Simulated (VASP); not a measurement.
The system is AgBr.

```xyz
2
Lattice="0.0000 2.8702 2.8702 2.8702 0.0000 2.8702 2.8702 2.8702 0.0000" Properties=species:S:1:pos:R:3 pbc="T T T"
Ag    0.0000    0.0000    0.0000
Br    2.8702    2.8702    2.8702
```

| Quantity | Value |
| --- | --- |
| Program | VASP 6.6.1 |
| Task | relaxation of cell and atoms |
| Functional | LDA |
| Potentials or basis | VASP PAW LDA potentials, release 64 (Ag, Br) |
| Cutoff | 500 eV |
| k mesh | 5 × 5 × 5, shifted |
| Occupations | methfessel-paxton, width 0.147 eV |
| Spin | no spin polarisation |

At the start: pressure -4.1 GPa; volume 23.64 Å³/atom.

Problem. How do energy, volume and symmetry change on relaxing?

Solution. Over 3 steps the energy falls by 26.1 meV/atom and the volume is 21.79 Å³/atom (-7.8 %); space group Fm-3m (No. 225, to 0.1 Å) before and after.

The path:
| step | energy change (eV) | largest force (eV/Å) | pressure (GPa) | volume (Å³) |
| --- | --- | --- | --- | --- |
| 1 | 0.0000 | 0.0000 | -4.15 | 47.29 |
| 2 | -0.0517 | 0.0000 | 0.54 | 43.22 |
| 3 | -0.0523 | 0.0000 | 0.02 | 43.58 |

Final structure:
```
Ag Br
1.0
     0.00000    2.79302    2.79302
     2.79302    0.00000    2.79302
     2.79302    2.79302    0.00000
Ag Br
1 1
Direct
  0.00000 0.00000 0.00000
  0.50000 0.50000 0.50000
```
